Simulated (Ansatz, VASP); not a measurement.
WS2 in VASP and in Ansatz

```
W S
1.0
     3.13993    0.00000    0.00000
    -1.56997    2.71926    0.00000
     0.00000    0.00000   22.08699
W S
3 6
Direct
  0.66667 0.33333 0.33266
  0.33333 0.66667 0.66599
  0.00000 0.00000 0.99932
  0.33333 0.66667 0.26076
  0.66667 0.33333 0.07122
  0.00000 0.00000 0.59409
  0.33333 0.66667 0.40455
  0.66667 0.33333 0.92743
  0.00000 0.00000 0.73788
```

Change from the starting cell: equal strain along all axes, cell held, atoms relaxed: -1.5 %.

Alike in both runs: functional PBE; k mesh 12 × 12 × 2; occupations gaussian, width 0.02 eV; no spin polarisation.

Ansatz relaxed the structure, and its values are those at the end. VASP's run is a single point on that final structure, the one shown.

|  | VASP | Ansatz |
| --- | --- | --- |
| version | VASP 6.6.1 | Ansatz 0.2.0 |
| potentials or method | VASP PAW PBE potentials, release 64 (W_sv, S), cutoff 520 eV | scalar-relativistic, plane waves, PAW |
| valence electrons in the cell | 78 | 78 |

Ansatz gave:

```
gap on the k mesh at the Fermi level (eV) : 1.76
least direct gap on the mesh (eV)         : 2.02
pressure (GPa)                            : 2.6
rms of the force components (eV/Å)        : 0.002
```

Task: Which values does VASP return?

Result: gap on the k mesh at the Fermi level (eV): 1.77; least direct gap on the mesh (eV): 2.03; pressure (GPa): 2.6; rms of the force components (eV/Å): 0.004.

Ansatz's warnings: stress scf threshold loose.

Neither program's run includes spin-orbit coupling.
